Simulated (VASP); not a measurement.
Runs of VASP 6.6.1 on NaH. The structure is that of space group Fm-3m (No. 225), or close to it. The cells are those of the table. 

```csv
level,cell,smearing,gap on the mesh (eV),pressure (GPa)
r2SCAN,"a = 3.352 Å, angles 60.0°, 2 atoms",gaussian 0.01 eV,(a),0.7
PBE,"a = 3.467 Å, angles 58.6°, 2 atoms",fermi-dirac 0.02 eV,3.56,-0.3
PBE,"a = 3.352 Å, angles 60.0°, 2 atoms",fermi-dirac 0.02 eV,(c),1.4
r2SCAN,"a = 3.467 Å, angles 58.6°, 2 atoms",gaussian 0.01 eV,4.17,(b)
```

Alike in all rows: task single point; potentials or basis VASP PAW PBE potentials, release 64 (Na_pv, H); no spin polarisation; k mesh 10 × 10 × 10; cutoff (eV) 520.

Question: Fill in the values left out.

Answer: (a) 4.49; (b) -1.0; (c) 3.88.

Caveats: the PAW data sets were made with another functional, which shifts forces and pressure a little (some runs).

A k mesh can miss the band edges.
